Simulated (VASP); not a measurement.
A run of VASP 6.6.1 is set up as follows.

Contents of INCAR:

```
PREC = Accurate
ENCUT = 520
EDIFF = 1E-6
ISMEAR = -1
SIGMA = 0.05
LREAL = F
LASPH = T
NELM = 60
ALGO = Normal
ISIF = 2
LWAVE = F
LCHARG = T
LELF = T
LVHAR = T
NBANDS = 13
```

KPOINTS

```
regular mesh
0
Gamma
  11 11 11
```

File POSCAR:

```
W
1.0
    0.0000000000      2.0434441004      2.0434441004
    2.0434441004      0.0000000000      2.0434441004
    2.0434441004      2.0434441004      0.0000000000
W
1
Direct
    0.0000000000      0.0000000000      0.0000000000
```

Potentials or basis: VASP PAW LDA potentials, release 64 (W_sv).

Run with:

```console
$ cat potpaw_LDA.64/W_sv/POTCAR > POTCAR
$ mpirun -np 1 vasp_std > vasp.out
```

(1) What does it give for the band gap on the k mesh?

(2) Predict the pressure.

Results:

(1) zero (band 7 reaches 12.41 eV, above the bottom of band 8 at 9.28 eV).

(2) -21.0 GPa.

Caveat: spin-orbit coupling is left out, which moves the levels of the heavy elements.
